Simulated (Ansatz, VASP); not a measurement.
# TlPS4 in VASP and in Ansatz

```xyz
6
Lattice="4.0026 0.0000 0.0000 -2.0013 3.4664 0.0000 0.0000 0.0000 8.8875" Properties=species:S:1:pos:R:3 pbc="T T T"
Tl    0.0000    0.0000    4.4438
P     0.0000    0.0000    0.0000
S     2.0013    1.1555    2.0769
S     0.0000    2.3109    6.8106
S     0.0000    2.3109    2.0769
S     2.0013    1.1555    6.8106
```

Change from the starting cell: species swapped into the MgAlB4 type (P6/mmm, No. 191).

Alike in both runs: task single point; functional PBE; k mesh 6 × 6 × 2; occupations gaussian, width 0.1 eV; no spin polarisation.

|  | VASP | Ansatz |
| --- | --- | --- |
| version | VASP 6.6.1 | Ansatz 0.2.0 |
| potentials or method | VASP PAW PBE potentials, release 64 (Tl_d, P, S), cutoff 520 eV | scalar-relativistic, plane waves, PAW |
| valence electrons in the cell | 42 | 42 |

|  | VASP | Ansatz | Ansatz less VASP |
| --- | --- | --- | --- |
| gap on the k mesh at the Fermi level (eV) | none | none | - |
| pressure (GPa) | 3.7 | 3.9 | +0.10 |
| traceless stress, the component that is largest in VASP (GPa) | -8.09 | -8.14 | -0.046 |
| rms of the force components (eV/Å) | 0.325 | 0.325 | +0.0006 |

Atom by atom the forces differ by 0.001 eV/Å (rms over components). A gap of «none» marks a metal or a gap that the smearing closes.

Spin-orbit coupling is off throughout.
